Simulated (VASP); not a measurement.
Set up this calculation in VASP 6.6.1, as the native input.

| Property | Result |
| --- | --- |
| Task | single point |
| Functional | PBEsol |
| Potentials or basis | VASP PAW PBE potentials, release 64 (Al, Cu) |
| Cutoff | 520 eV |
| k mesh | 14 × 14 × 14 |
| Occupations | gaussian, width 0.1 eV |
| Spin | no spin polarisation |
| Dipole correction | no |
| Further INCAR settings | ALGO = Fast; EDIFF = 1e-06; NBANDS = 14 |

The structure of AlCu lies in POSCAR:

```
AlCu
1.0
    2.8945745409      0.0000000000      0.0000000000
    0.0000000000      2.8945745409      0.0000000000
    0.0000000000      0.0000000000      2.8945745409
Al Cu
1 1
Direct
    0.0000000000      0.0000000000      0.0000000000
    0.5000000000      0.5000000000      0.5000000000
```

This cell differs from its parent crystal: strained.

The input as run:

INCAR

```
SYSTEM = AlCu
PREC = Accurate
ENCUT = 520
EDIFF = 1E-6
ISMEAR = 0
SIGMA = 0.1
LREAL = .FALSE.
LASPH = .TRUE.
NELM = 80
ALGO = Fast
ISIF = 2
LWAVE = .FALSE.
LCHARG = .FALSE.
GGA = PS
NBANDS = 14
```

KPOINTS

```
Automatic mesh
0
G
  14 14 14
  0 0 0
```

Potentials or basis: VASP PAW PBE potentials, release 64 (Al, Cu).

Command:

```bash
$ cat potpaw_PBE.64/Al/POTCAR potpaw_PBE.64/Cu/POTCAR > POTCAR
$ mpirun -np 1 vasp_std > vasp.out
```

Results of the run:

```json
{
  "Pressure": "9.2 GPa",
  "Band gap on the k mesh": "zero (band 7 reaches 14.42 eV, above the bottom of band 8 at 9.45 eV)"
}
```

Caveat: the cell differs from its parent crystal (strained); the PAW data sets were made with another functional, which shifts forces and pressure a little.

Run time: 22 s on 1 thread of Intel(R) Xeon(R) Platinum 8488C (Sapphire Rapids) (shared host), peak memory 0.16 GiB.
